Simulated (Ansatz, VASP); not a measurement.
One calculation of HfN, two programs

```xyz
2
Lattice="0.0000 2.2650 2.2650 2.2650 0.0000 2.2650 2.2650 2.2650 0.0000" Properties=species:S:1:pos:R:3 pbc="T T T"
Hf    0.0000    0.0000    0.0000
N     2.2650    2.2650    2.2650
```

Alike in both runs: task relaxation of cell and atoms; functional PBE; k mesh 16 × 16 × 16; occupations gaussian, width 0.1 eV; no spin polarisation.

|  | VASP | Ansatz |
| --- | --- | --- |
| version | VASP 6.6.1 | Ansatz 0.2.0 |
| potentials or method | VASP PAW PBE potentials, release 64 (Hf_pv, N) | scalar-relativistic, plane waves, PAW |
| plane-wave cutoff (eV) | 600 | 420 |
| valence electrons in the cell | 15 | 31 |

Ansatz gave:

* gap on the k mesh at the Fermi level, each at its own relaxed structure (eV): none
* relaxed volume (Å³/atom): 11.76
* relaxed cell length with the largest relative difference (Å): 3.216

**Question.** Which values does VASP return?

**Answer.** gap on the k mesh at the Fermi level, each at its own relaxed structure (eV): none; relaxed volume (Å³/atom): 11.65; relaxed cell length with the largest relative difference (Å): 3.206.

A gap of «none» marks a metal or a gap that the smearing closes. VASP's potentials hold 15 valence electrons a cell and Ansatz's 31, so a difference there can come from the potentials and not from the codes.

Spin-orbit coupling is off throughout.
